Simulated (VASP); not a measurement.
# WS2 in VASP: a series of runs

The runs below take WS2 through single point, with LDA.

Everything below comes from runs of VASP 6.6.1. Logs are shortened: lines on timing, memory, paths and dates and some standing lists are left out, and cuts for length are marked.

## 1. The cell of the first run

The cell holds a slab with vacuum, 6 atoms: a = 3.210 Å, b = 3.210 Å, c = 23.025 Å, α = 90.00°, β = 90.00°, γ = 120.00°.

## 2. Single point, LDA (34.25 Å³/atom)

File INCAR:

```
PREC = Accurate ; ENCUT = 520
EDIFF = 1E-7 ; ISMEAR = 0
SIGMA = 0.05 ; LREAL = F
LASPH = T ; NELM = 100
ALGO = Normal ; ISIF = 2
LWAVE = F ; LCHARG = T
GGA = CA ; LELF = T
LVHAR = T ; NBANDS = 35
```

File KPOINTS:

```
regular mesh
0
Gamma
  12 12 2
```

File POSCAR:

```
WS2
1.0
    3.2102950767      0.0000000000      0.0000000000
   -1.6051475384      2.7801970901      0.0000000000
    0.0000000000      0.0000000000     23.0245573199
W S
2 4
Direct
    0.3333333333      0.6666666667      0.6302757360
    0.6666666667      0.3333333333      0.3697242640
    0.3333333333      0.6666666667      0.3028928957
    0.6666666667      0.3333333333      0.5633280735
    0.3333333333      0.6666666667      0.4366719265
    0.6666666667      0.3333333333      0.6971071043
```

Potentials or basis: VASP PAW LDA potentials, release 64 (W_sv, S).

Run with:

```console
> cat potpaw_LDA.64/W_sv/POTCAR potpaw_LDA.64/S/POTCAR > POTCAR
> mpirun -np 1 vasp_std > vasp.out
```

OUTCAR:

```text
PREC = Accurate
   ENCUT = 520
   EDIFF = 1E-7
   ISMEAR = 0
   LREAL = F
   LASPH = T
   NELM = 100
   ISIF = 2
   GGA = CA

 ion  position               nearest neighbor table
   1  0.333  0.667  0.630-   6 2.41   6 2.41   6 2.41   4 2.41   4 2.41   4 2.41
   2  0.667  0.333  0.370-   3 2.41   3 2.41   3 2.41   5 2.41   5 2.41   5 2.41
   3  0.333  0.667  0.303-   2 2.41   2 2.41   2 2.41
   4  0.667  0.333  0.563-   1 2.41   1 2.41   1 2.41
   5  0.333  0.667  0.437-   2 2.41   2 2.41   2 2.41
   6  0.667  0.333  0.697-   1 2.41   1 2.41   1 2.41

  LATTYP: Found a hexagonal cell.
 ALAT       =     3.2102950767
 C/A-ratio  =     7.1721000001

  Lattice vectors:

 A1 = (   3.2102950767,   0.0000000000,   0.0000000000)
 A2 = (  -1.6051475384,   2.7801970901,   0.0000000000)
 A3 = (   0.0000000000,   0.0000000000,  23.0245573199)

Analysis of symmetry for initial positions (statically):
=====================================================================
 Subroutine PRICEL returns:
 Original cell was already a primitive cell.

 Routine SETGRP: Setting up the symmetry group for a
 hexagonal supercell.

 Subroutine GETGRP returns: Found 12 space group operations
 (whereof 12 operations were pure point group operations)
 out of a pool of 24 trial point group operations.

The static configuration has the point symmetry D_3d.

Analysis of symmetry for dynamics (positions and initial velocities):
=====================================================================
 Subroutine PRICEL returns:
 Original cell was already a primitive cell.

 Routine SETGRP: Setting up the symmetry group for a
 hexagonal supercell.

 Subroutine GETGRP returns: Found 12 space group operations
 (whereof 12 operations were pure point group operations)
 out of a pool of 24 trial point group operations.

The dynamic configuration has the point symmetry D_3d.

 Subroutine INISYM returns: Found 12 space group operations
 (whereof 12 operations are pure point group operations),
 and found     1 'primitive' translations

----------------------------------------------------------------------------------------

                                     Primitive cell

  volume of cell :     205.5000

  direct lattice vectors                    reciprocal lattice vectors
     3.210295077  0.000000000  0.000000000     0.311497846  0.179843365  0.000000000
    -1.605147538  2.780197090  0.000000000     0.000000000  0.359686730  0.000000000
[... 98 lines left out ...]
   NFREE  =      0    steps in history (QN), initial steepest desc. (CG)
   ISIF   =      2    stress and relaxation
   ISYM   =      2    0-nonsym 1-usesym 2-fastsym
   POTIM  = 0.5000    time-step for ionic-motion
   TEBEG  =    0.0;   TEEND  =   0.0 temperature during run
   PSTRESS=    0.0 pullay stress
   NELECT =      52.0000    total number of electrons
   NUPDOWN=      -1.0000    fix difference up-down
   EMIN   =  10.00;   EMAX   =-10.00  energy-range for DOS
   EFERMI =   0.00;   METHOD = LEGACY
   ISMEAR =     0;   SIGMA  =   0.05  broadening in eV -4-tet -1-fermi 0-gaus
   EFERMI_NEDOS =   21; number of points for ismear=-14 and -15
   IALGO  =     38    algorithm
   IMIX   =      4    mixing-type and parameters
     AMIX     =   0.40;   BMIX     =  1.00
     AMIX_MAG =   1.60;   BMIX_MAG =  1.00
  volume/ion in A,a.u.               =      34.25       231.13
  Fermi-wavevector in a.u.,A,eV,Ry     =   1.035473  1.956760 14.588218  1.072204
  Thomas-Fermi vector in A             =   2.169818
   LORBIT       =      0    0 simple, 1 ext, 2 COOP (PROOUT), +10 PAW based schemes
   GGA     = CA    functional components
   LHFCALC =     F    Hartree Fock is set to
   AEXX    =    0.0000 exact exchange contribution
   IVDW    =     0    specifies the selected vdW correction
   LEPSILON=     F    determine dielectric tensor
   LRPA    =     F    only Hartree local field effects (RPA)
 non-spin polarized calculation
 Gauss-broadening in eV      SIGMA  =   0.05
  energy-cutoff  :      520.00
  volume of cell :      205.50
 maximum number of plane-waves:      5598
 NGX is ok and might be reduce to    24
   NGX = 11   NGY = 11   NGZ = 85

 number of electron      52.0000008 magnetization

 Free energy of the ion-electron system (eV)
  ---------------------------------------------------
  ext. energy  EPLUGINS =         0.00000000
  ---------------------------------------------------
  free energy    TOTEN  =       -52.28420018 eV

  energy without entropy =      -52.28420018  energy(sigma->0) =      -52.28420018

 E-fermi :   1.6475     XC(G=0):  -6.3049

 val. band max:        1.2264588980   @ k =   0.0000   0.0000   0.5000
 cond. band min:       2.1795221551   @ k =   0.3333   0.3333   0.5000
 fundamental gap:      0.9530632571
 Fermi energy:         1.6475491977

 k-point     1 :       0.0000    0.0000    0.0000
  band No.  band energies     occupation
      1     -72.9992      2.00000
      2     -72.9992      2.00000
      3     -37.4909      2.00000
      4     -37.4909      2.00000
      5     -37.3648      2.00000
      6     -37.3648      2.00000
[... 901 lines left out ...]
     34       5.1478      0.00000
     35       6.9366      0.00000

 [... further k-points ...]

------------------------ aborting loop because EDIFF is reached ----------------------------------------

  FORCE on cell =-STRESS in cart. coord.  units (eV):
  Direction    XX          YY          ZZ          XY          YZ          ZX
  --------------------------------------------------------------------------------------
  -------------------------------------------------------------------------------------
  Total       -5.3248571     -5.3248571     -0.8442221      0.0000000      0.0000000     -0.0000000
  in kB      -41.5151598    -41.5151598     -6.5819637      0.0000000      0.0000000     -0.0000000
  external PRESSURE =     -29.8707611 kB  Pullay stress =       0.0000000 kB

 VOLUME and BASIS-vectors are now :
 -----------------------------------------------------------------------------
  energy-cutoff  :      520.00
  volume of cell :      205.50
      direct lattice vectors                 reciprocal lattice vectors
     3.210295077  0.000000000  0.000000000     0.311497846  0.179843365  0.000000000
    -1.605147538  2.780197090  0.000000000     0.000000000  0.359686730  0.000000000
     0.000000000  0.000000000 23.024557320     0.000000000  0.000000000  0.043431888

 POSITION                                       TOTAL-FORCE (eV/Angst)
 -----------------------------------------------------------------------------------
     -0.00000      1.85346     14.51182        -0.000000      0.000000      0.005141
      1.60515      0.92673      8.51274         0.000000      0.000000     -0.005141
     -0.00000      1.85346      6.97397        -0.000000     -0.000000      0.136957
      1.60515      0.92673     12.97038        -0.000000     -0.000000      0.145697
     -0.00000      1.85346     10.05418         0.000000     -0.000000     -0.145697
      1.60515      0.92673     16.05058         0.000000      0.000000     -0.136957
 -----------------------------------------------------------------------------------
    total drift:                                0.000000      0.000000     -0.000000

  FREE ENERGIE OF THE ION-ELECTRON SYSTEM (eV)
  ---------------------------------------------------
  free  energy   TOTEN  =       -52.2842001793 eV

  energy  without entropy=      -52.2842001793  energy(sigma->0) =      -52.28420018
```

OSZICAR:

```text
N       E                     dE             d eps       ncg     rms          rms(c)
DAV:   1     0.478437612097E+03    0.47844E+03   -0.27884E+04  3092   0.133E+03
DAV:   2    -0.221719773217E+02   -0.50061E+03   -0.48668E+03  3356   0.343E+02
DAV:   3    -0.541143760326E+02   -0.31942E+02   -0.31556E+02  3365   0.850E+01
[... 17 lines left out ...]
DAV:  21    -0.522841970073E+02   -0.62942E-05   -0.29225E-07  2412   0.111E-03    0.874E-04
DAV:  22    -0.522841995975E+02   -0.25902E-05   -0.11165E-07  2376   0.895E-04    0.737E-04
DAV:  23    -0.522841997983E+02   -0.20078E-06   -0.50520E-09  1785   0.330E-04    0.428E-04
DAV:  24    -0.522842001425E+02   -0.34425E-06   -0.10511E-08  1901   0.232E-04    0.164E-04
DAV:  25    -0.522842001793E+02   -0.36770E-07   -0.10777E-09  1603   0.101E-04
   1 F= -.52284200E+02 E0= -.52284200E+02  d E =-.308116E-34
```

stdout:

```text
POSCAR found type information on POSCAR W S
 POSCAR found :  2 types and       6 ions
 scaLAPACK will be used
 LDA part: xc-table for (Slater(with rela. corr.)+CA(PZ))
 , standard interpolation
 POSCAR, INCAR and KPOINTS ok, starting setup
 FFT: planning ... GRIDC
 FFT: planning ... GRID_SOFT
 FFT: planning ... GRID
 WAVECAR not read
 entering main loop
```

It took 6.5 min on 1 thread of Intel Xeon Platinum 8488C (Sapphire Rapids), shared host; peak memory 0.38 GiB.

What came out:

- Free energy: -52.2842 eV
- Largest force: 0.146 eV/Å
- Band gap on the k mesh: 0.95 eV (least direct gap 1.61 eV)

Forces on the atoms (eV/Å):
```
W    0.000  0.000  0.005
W    0.000  0.000 -0.005
S    0.000  0.000  0.137
S    0.000  0.000  0.146
S    0.000  0.000 -0.146
S    0.000  0.000 -0.137
```

Levels at points of the mesh, in eV from the valence-band top:
| k point | band 24 | band 25 | band 26 | band 27 | band 28 | band 29 |
| --- | --- | --- | --- | --- | --- | --- |
| (0.00, 0.00, 0.00) | -1.96 | -0.71 | 0.00 | 2.15 | 2.15 | 2.16 |
| (0.50, 0.00, 0.00) | -1.95 | -1.60 | -1.47 | 2.00 | 2.03 | 2.46 |
| (0.00, 0.00, 0.50) | -1.96 | -0.71 | 0.00 | 2.15 | 2.15 | 2.16 |
| (0.50, 0.00, 0.50) | -1.95 | -1.60 | -1.47 | 2.00 | 2.03 | 2.46 |

Caveat: spin-orbit coupling is left out, which moves the levels of the heavy elements.

## 3. Single point, LDA (36.88 Å³/atom)

This run uses another cell than the first one.

File INCAR:

```
SYSTEM = WS2
  ALGO = Normal
  EDIFF = 1E-7
  ENCUT = 520
  GGA = CA
  ISIF = 2
  ISMEAR = 0
  LASPH = .TRUE.
  LCHARG = .FALSE.
  LREAL = .FALSE.
  LWAVE = .FALSE.
  NBANDS = 35
  NELM = 60
  PREC = Accurate
  SIGMA = 0.05
```

File KPOINTS:

```
k-points
0
G
  12 12 2
  0 0 0
```

Edit POSCAR of step 2 so:

```diff
@@ -2,5 +2,5 @@
 1.0
-    3.2102950767      0.0000000000      0.0000000000
-   -1.6051475384      2.7801970901      0.0000000000
-    0.0000000000      0.0000000000     23.0245573199
+    3.3799356792      0.0000000000      0.0000000000
+   -1.6899678396      2.9271101613      0.0000000000
+    0.0000000000      0.0000000000     22.3687523183
 W S
```

Potentials or basis: VASP PAW LDA potentials, release 64 (W_sv, S).

Run with:

```console
> cat potpaw_LDA.64/W_sv/POTCAR potpaw_LDA.64/S/POTCAR > POTCAR
> mpirun -np 1 vasp_std > vasp.out
```

It took 7.4 min on 1 thread of Intel Xeon Platinum 8488C (Sapphire Rapids), shared host; peak memory 0.41 GiB.

Results (log left out):

- Free energy: -51.2876 eV
- Largest force: 0.363 eV/Å
- Band gap on the k mesh: 0.08 eV (least direct gap 1.14 eV)

Forces in eV/Å, atoms in the order of the input:
```
W    0.000  0.000  0.016
W    0.000  0.000 -0.016
S    0.000  0.000  0.322
S    0.000  0.000  0.363
S    0.000  0.000 -0.363
S    0.000  0.000 -0.322
```

Levels at points of the mesh, in eV from the valence-band top:
| k point | band 24 | band 25 | band 26 | band 27 | band 28 | band 29 |
| --- | --- | --- | --- | --- | --- | --- |
| (0.00, 0.00, 0.00) | -1.63 | -0.46 | 0.00 | 1.54 | 1.54 | 1.54 |
| (0.50, 0.00, 0.00) | -2.37 | -1.72 | -1.53 | 1.11 | 1.15 | 1.44 |
| (0.00, 0.00, 0.50) | -1.63 | -0.46 | 0.00 | 1.54 | 1.54 | 1.54 |
| (0.50, 0.00, 0.50) | -2.37 | -1.72 | -1.53 | 1.11 | 1.15 | 1.44 |

Caveat: spin-orbit coupling is left out, which moves the levels of the heavy elements.
